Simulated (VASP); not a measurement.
Wanted: the native input for a VASP 6.6.1 run.

- Task: single point
- Functional: PBEsol
- Potentials or basis: VASP PAW PBE potentials, release 64 (Au)
- Cutoff: 520 eV
- k mesh: 21 × 21 × 11
- Occupations: fermi-dirac, width 0.1 eV
- Spin: no spin polarisation
- Dipole correction: no
- Further INCAR settings: ALGO = Normal; EDIFF = 1e-06; NBANDS = 18

The structure of Au lies in POSCAR:

```
Au
1.0
    2.8644931134      0.0000000000      0.0000000000
   -1.4322465567      2.4807238052      0.0000000000
    0.0000000000      0.0000000000      4.7899162086
Au
2
Direct
    0.3333333333      0.6666666667      0.2500000000
    0.6666666667      0.3333333333      0.7500000000
```

One way to write it, as run:

INCAR

```
SYSTEM = Au
PREC = Accurate
ENCUT = 520
EDIFF = 1E-6
ISMEAR = -1
SIGMA = 0.1
LREAL = .False.
LASPH = .True.
NELM = 80
ALGO = Normal
ISIF = 2
LWAVE = .False.
LCHARG = .False.
GGA = PS
NBANDS = 18
```

KPOINTS

```
Automatic mesh
0
Gamma
  21 21 11
  0 0 0
```

Potentials or basis: VASP PAW PBE potentials, release 64 (Au).

Run with:

```bash
$ cat potpaw_PBE.64/Au/POTCAR > POTCAR
$ mpirun -np 1 vasp_std > vasp.out
```

Results of the run:

| Property | Result |
| --- | --- |
| Pressure | -0.2 GPa |
| Band gap on the k mesh | zero (band 11 reaches 13.32 eV, above the bottom of band 12 at 6.74 eV) |

Caveat: the PAW data sets were made with another functional, which shifts forces and pressure a little; spin-orbit coupling is left out, which moves the levels of the heavy elements.

It took 42 s on 1 thread of Intel(R) Xeon(R) 6975P-C (Granite Rapids), with other jobs on the host, peak memory 0.26 GiB.
